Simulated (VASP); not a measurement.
Write the native input for VASP 6.6.1 that does the following.

```yaml
Task: density of states
Functional: PBE
Potentials_or_basis: VASP PAW PBE potentials, release 64 (Na_pv, Cl)
Cutoff: 520 eV
k_mesh: 10 × 10 × 10
Occupations: gaussian, width 0.05 eV
Spin: no spin polarisation
Dipole_correction: no
k_mesh_for_the_DOS: 15 × 15 × 15
Occupations_for_the_DOS: tetrahedron
Further_INCAR_settings: ALGO = Normal; EDIFF = 1e-06; NBANDS = 14
```

The system is NaCl.

```xyz
2
Lattice="0.0000 2.8479 2.8479 2.8479 0.0000 2.8479 2.8479 2.8479 0.0000" Properties=species:S:1:pos:R:3 pbc="T T T"
Na    0.0000    0.0000    0.0000
Cl    2.8479    2.8479    2.8479
```

These files were run (other wordings do the same):

POSCAR

```
NaCl
1.0
    0.0000000000      2.8479480661      2.8479480661
    2.8479480661      0.0000000000      2.8479480661
    2.8479480661      2.8479480661      0.0000000000
Na Cl
1 1
Direct
    0.0000000000      0.0000000000      0.0000000000
    0.5000000000      0.5000000000      0.5000000000
```

INCAR.step1

```
SYSTEM = NaCl
PREC = Accurate
ENCUT = 520
EDIFF = 1E-6
ISMEAR = 0
SIGMA = 0.05
LREAL = .FALSE.
LASPH = .TRUE.
NELM = 80
ALGO = Normal
ISIF = 2
LWAVE = .FALSE.
LCHARG = .TRUE.
GGA = PE
NBANDS = 14
```

KPOINTS.step1

```
Automatic mesh
0
G
  10 10 10
  0 0 0
```

INCAR.step2

```
SYSTEM = NaCl
PREC = Accurate
ENCUT = 520
EDIFF = 1E-6
ISMEAR = -5
SIGMA = 0.05
LREAL = .FALSE.
LASPH = .TRUE.
NELM = 80
ALGO = Normal
ISIF = 2
LWAVE = .FALSE.
LCHARG = .FALSE.
GGA = PE
LORBIT = 10
NBANDS = 14
NEDOS = 1001
ICHARG = 11
```

KPOINTS.step2

```
Automatic mesh
0
G
  15 15 15
  0 0 0
```

Potentials or basis: VASP PAW PBE potentials, release 64 (Na_pv, Cl).

Launch:

```bash
$ cat potpaw_PBE.64/Na_pv/POTCAR potpaw_PBE.64/Cl/POTCAR > POTCAR
$ cp INCAR.step1 INCAR
$ cp KPOINTS.step1 KPOINTS
$ mpirun -np 1 vasp_std > vasp.out
$ cp INCAR.step2 INCAR
$ cp KPOINTS.step2 KPOINTS
$ mpirun -np 1 vasp_std > vasp.out
```

It gave:

```
Valence electrons inside the program's atomic spheres : Na 6.02; Cl 5.17
```

Wall time 83 s on 1 thread of Intel(R) Xeon(R) Platinum 8375C CPU @ 2.90GHz (Ice Lake) (shared host), peak memory 0.19 GiB.
